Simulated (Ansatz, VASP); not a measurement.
## HfB: VASP beside Ansatz

```
Hf B
1.0
     0.00000    2.27535    2.31000
     2.27535    0.00000    2.31000
     2.27535    2.27535    0.00000
Hf B
1 1
Direct
  0.50000 0.50000 0.50000
  0.00000 0.00000 0.00000
```

Change from the starting cell: strain -0.015 along x and y, +0.000 along z, atoms carried along.

Alike in both runs: task single point; functional PBE; k mesh 18 × 18 × 18; occupations gaussian, width 0.15 eV; no spin polarisation.

|  | VASP | Ansatz |
| --- | --- | --- |
| version | VASP 6.6.1 | Ansatz 0.2.0 |
| potentials or method | VASP PAW PBE potentials, release 64 (Hf_pv, B), cutoff 520 eV | scalar-relativistic, plane waves, PAW |
| valence electrons in the cell | 13 | 29 |

|  | VASP | Ansatz | Ansatz less VASP |
| --- | --- | --- | --- |
| gap on the k mesh at the Fermi level (eV) | none | none | - |
| pressure (GPa) | 39.8 | 38.6 | -1.16 |
| traceless stress, the component that is largest in VASP (GPa) | -5.73 | -5.64 | +0.095 |

A gap of «none» marks a metal or a gap that the smearing closes. Both programs put the cell under a high pressure, so it lies far from rest at this level. VASP's potentials hold 13 valence electrons a cell and Ansatz's 29, so a difference there can come from the potentials and not from the codes.

Spin-orbit coupling is off throughout.
